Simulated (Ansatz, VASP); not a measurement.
# Ba in VASP and in Ansatz

INCAR

```
SYSTEM = Ba
PREC     = Accurate       ! precision mode
ENCUT    = 520            ! plane-wave cutoff, eV
EDIFF    = 1E-6           ! SCF threshold, eV
ISMEAR   = -1             ! smearing method
SIGMA    = 0.05           ! smearing width, eV
LREAL    = .False.        ! projectors in reciprocal space
LASPH    = .True.         ! aspherical terms in the spheres
NELM     = 100            ! most SCF steps
ALGO     = Normal         ! electronic algorithm
ISIF     = 2              ! what is computed and relaxed
LWAVE    = .False.        ! write WAVECAR
LCHARG   = .False.        ! write CHGCAR
GGA      = PE             ! functional
NBANDS   = 11             ! bands
```

File KPOINTS:

```
regular mesh
0
Gamma
  8 8 8
  0 0 0
```

File POSCAR:

```
Ba
1.0
   -2.5065000000      2.5065000000      2.4814350000
    2.5065000000     -2.5065000000      2.4814350000
    2.5065000000      2.5065000000     -2.4814350000
Ba
1
Direct
    0.0000000000      0.0000000000      0.0000000000
```

input.yaml

```yaml
crystal:
  lattice:
    - [-2.5065, 2.5065, 2.481435]
    - [2.5065, -2.5065, 2.481435]
    - [2.5065, 2.5065, -2.481435]
  atoms:
    - { symbol: Ba, position: [0.0, 0.0, 0.0] }
kpoints:
  mp_grid: { grid: [8, 8, 8] }
scf:
  occupations: { method: fermi_dirac, width: 0.05 }
hamiltonian:
  xc: pbe
  pseudopotentials: { kind: all_electron, lapw: { basis_error: 0.001 } }
output:
  forces: true
  stress: true
  eigenvalues: true
```

Change from the starting cell: strain = -0.01.

Alike in both runs: task single point; functional PBE; k mesh 8 × 8 × 8; occupations fermi-dirac, width 0.05 eV; no spin polarisation.

|  | VASP | Ansatz |
| --- | --- | --- |
| version | VASP 6.6.1 | Ansatz 0.2.0 |
| potentials or method | VASP PAW PBE potentials, release 64 (Ba_sv), cutoff 520 eV | all-electron LAPW, scalar-relativistic |

|  | VASP | Ansatz | Ansatz less VASP |
| --- | --- | --- | --- |
| gap on the k mesh at the Fermi level (eV) | none | none | - |
| pressure (GPa) | 0.1 | 0.1 | -0.05 |

A gap of «none» marks a metal or a gap that the smearing closes. Ansatz ran all-electron here, and VASP with PAW potentials.

Neither program's run includes spin-orbit coupling.
